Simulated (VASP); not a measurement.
The system is TePb.

```xyz
2
Lattice="0.0000 3.2678 3.2678 3.2678 0.0000 3.2678 3.2678 3.2678 0.0000" Properties=species:S:1:pos:R:3 pbc="T T T"
Pb    0.0000    0.0000    0.0000
Te    3.2678    3.2678    3.2678
```

Base run:

| Item | Value |
| --- | --- |
| Program | VASP 6.6.1 |
| Functional | r2SCAN |
| Potentials or basis | VASP PAW PBE potentials, release 64 (Pb_d, Te) |
| Cutoff | 520 eV |
| k mesh | 6 × 6 × 6 |
| Occupations | gaussian, width 0.01 eV |
| Spin | no spin polarisation |

Its results: band gap on the k mesh 1.09 eV; pressure 0.0 GPa.

Task: The run is repeated on the same cell with these changes: functional from r2SCAN to PBE; k mesh from 6 × 6 × 6 to 8 × 8 × 8. What comes out?

Result: Band gap on the k mesh 0.80 eV; pressure 0.6 GPa.

Several settings changed at once.

Caveats: spin-orbit coupling is left out, which moves the levels of the heavy elements; the PAW data sets were made with another functional, which shifts forces and pressure a little (at least some runs).

A k mesh can miss the band edges.
